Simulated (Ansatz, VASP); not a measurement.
## Si2W in VASP and in Ansatz

```
Si W
1.0
     4.51992    0.00000    0.00000
    -2.25996    3.91436    0.00000
     0.00000    0.00000    6.92768
Si W
6 3
Cartesian
  2.2600 2.8290 3.4638
  -1.3200 3.3717 5.7731
  1.3200 3.3717 1.1546
  0.0000 1.0853 3.4638
  3.5800 0.5427 5.7731
  0.9399 0.5427 1.1546
  -1.1300 1.9572 1.1546
  1.1300 1.9572 5.7731
  2.2600 0.0000 3.4638
```

Alike in both runs: task single point; functional PBE; k mesh 9 × 9 × 6; occupations gaussian, width 0.03 eV; no spin polarisation.

```csv
,VASP,Ansatz
version,VASP 6.6.1,Ansatz 0.2.0
potentials or method,"VASP PAW PBE potentials, release 64 (Si, W_sv), cutoff 520 eV","scalar-relativistic, plane waves, PAW"
valence electrons in the cell,66,66
```

```tsv
	VASP	Ansatz	Ansatz less VASP
gap on the k mesh at the Fermi level (eV)	none	none	-
pressure (GPa)	8.3	8.4	+0.04
traceless stress, the component that is largest in VASP (GPa)	-17.47	-17.48	-0.010
rms of the force components (eV/Å)	2.440	2.450	+0.0108
```

Atom by atom the forces differ by 0.011 eV/Å (rms over components). A gap of «none» marks a metal or a gap that the smearing closes. With one functional, cell and mesh, what is left measures potentials, basis and numerics.

Spin-orbit coupling is off throughout.
